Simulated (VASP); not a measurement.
Input of a VASP 6.6.1 run:

Contents of INCAR:

```
ALGO = Normal
EDIFF = 1E-6
ENCUT = 520
GGA = CA
GGA_COMPAT = False
ISIF = 2
ISMEAR = 0
LASPH = True
LCHARG = False
LREAL = False
LWAVE = False
NBANDS = 28
NELM = 120
PREC = Accurate
SIGMA = 0.15
```

The input KPOINTS:

```
k-points
0
Gamma
  6 6 6
```

The input POSCAR:

```
Si8N
1.0
    4.6579848274      2.6892887940      1.8598059153
   -4.6579848274      2.6892887940      1.8598059153
    0.0000000000     -5.3785775880      1.8598059153
Si N
8 1
Direct
    0.0230623328      0.7214165780      0.5253456073
    0.9769376672      0.2785834220      0.4746543927
    0.7155045384      0.7155045384      0.7155045384
    0.2785834220      0.4746543927      0.9769376672
    0.4746543927      0.9769376672      0.2785834220
    0.7214165780      0.5253456073      0.0230623328
    0.2844954616      0.2844954616      0.2844954616
    0.5253456073      0.0230623328      0.7214165780
   -0.1785834220     -0.2746543927     -1.6769376672
```

Potentials or basis: VASP PAW LDA potentials, release 64 (Si, N).

Command:

```bash
$ cat potpaw_LDA.64/Si/POTCAR potpaw_LDA.64/N/POTCAR > POTCAR
$ mpirun -np 1 vasp_std > vasp.out
```

Problem. Predict the band gap on the k mesh.

Solution. Zero (an odd number of electrons rules out a gap without spin polarisation).

Problem. What does it give for the pressure?

Solution. 24.6 GPa.

Forces in eV/Å, atoms in the order of the input:
```
Si   17.807 -12.082  15.709
Si    0.013  -0.048  -0.244
Si   -0.163  -1.131   0.170
Si   -0.826  -0.032  -1.203
Si   -0.403   0.276   0.053
Si    2.627   7.702 -10.290
Si    0.091  -0.056  -0.155
Si    0.284  -0.282   0.394
N   -19.431   5.652  -4.435
```

Caveat: an odd number of electrons without spin polarisation forces a metal; a magnetic or distorted state may lie lower.
